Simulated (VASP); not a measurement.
Set up this calculation in VASP 6.6.1, as the native input.

* Task: single point
* Functional: PBE
* Potentials or basis: VASP PAW PBE potentials, release 64 (Ti_sv)
* Cutoff: 520 eV
* k mesh: 15 × 15 × 8
* Occupations: gaussian, width 0.1 eV
* Spin: no spin polarisation
* Dipole correction: no
* Further INCAR settings: ALGO = Normal; EDIFF = 1e-06; NBANDS = 19

The structure of Ti lies in POSCAR:

```
Ti
1.0
    2.9391651181      0.0000000000      0.0000000000
   -1.4695825590      2.5453916582      0.0000000000
    0.0000000000      0.0000000000      4.6493291630
Ti
2
Direct
    0.3333333333      0.6666666667      0.2500000000
    0.6666666667      0.3333333333      0.7500000000
```

One way to write it, as run:

INCAR

```
ALGO     = Normal         # electronic algorithm
EDIFF    = 1E-6           # SCF threshold, eV
ENCUT    = 520            # plane-wave cutoff, eV
GGA      = PE             # functional
ISIF     = 2              # what is computed and relaxed
ISMEAR   = 0              # smearing method
LASPH    = T              # aspherical terms in the spheres
LCHARG   = T              # write CHGCAR
LELF     = T              # ELF
LREAL    = F              # projectors in reciprocal space
LVHAR    = T            
LWAVE    = F              # write WAVECAR
NBANDS   = 19             # bands
NELM     = 100            # most SCF steps
PREC     = Accurate       # precision mode
SIGMA    = 0.1            # smearing width, eV
```

KPOINTS

```
k-points
0
Gamma
  15 15 8
```

Potentials or basis: VASP PAW PBE potentials, release 64 (Ti_sv).

The run is started by

```console
$ cat potpaw_PBE.64/Ti_sv/POTCAR > POTCAR
$ mpirun -np 1 vasp_std > vasp.out
```

It gave:

| Quantity | Value |
| --- | --- |
| Pressure | -0.2 GPa |
| Band gap on the k mesh | zero (band 12 reaches 9.09 eV, above the bottom of band 13 at 8.09 eV) |

Run time: 31 s on 1 thread of Intel(R) Xeon(R) 6975P-C (Granite Rapids), on a shared host, peak memory 0.2 GiB.
